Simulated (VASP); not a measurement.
Input of a VASP 6.6.1 run:

Contents of INCAR:

```
SYSTEM = Al
PREC = Accurate
ENCUT = 500
EDIFF = 1E-6
ISMEAR = -1
SIGMA = 0.1
LREAL = .FALSE.
LASPH = .TRUE.
NELM = 120
ALGO = Normal
ISIF = 2
LWAVE = .FALSE.
LCHARG = .FALSE.
GGA = PS
NBANDS = 8
GGA_COMPAT = .FALSE.
```

KPOINTS

```
Automatic mesh
0
G
  13 13 13
  0 0 0
```

File POSCAR:

```
Al
1.0
    0.0000000000      2.0071145507      2.0071145507
    2.0071145507      0.0000000000      2.0071145507
    2.0071145507      2.0071145507      0.0000000000
Al
1
Direct
    0.0000000000      0.0000000000      0.0000000000
```

Potentials or basis: VASP PAW PBE potentials, release 64 (Al).

The run is started by

```console
$ cat potpaw_PBE.64/Al/POTCAR > POTCAR
$ mpirun -np 1 vasp_std > vasp.out
```

**Question.** What does it give for the band gap on the k mesh?

**Answer.** Zero (an odd number of electrons rules out a gap without spin polarisation).

**Question.** Estimate the pressure.

**Answer.** 0.1 GPa.

Caveat: the PAW data sets were made with another functional, which shifts forces and pressure a little.
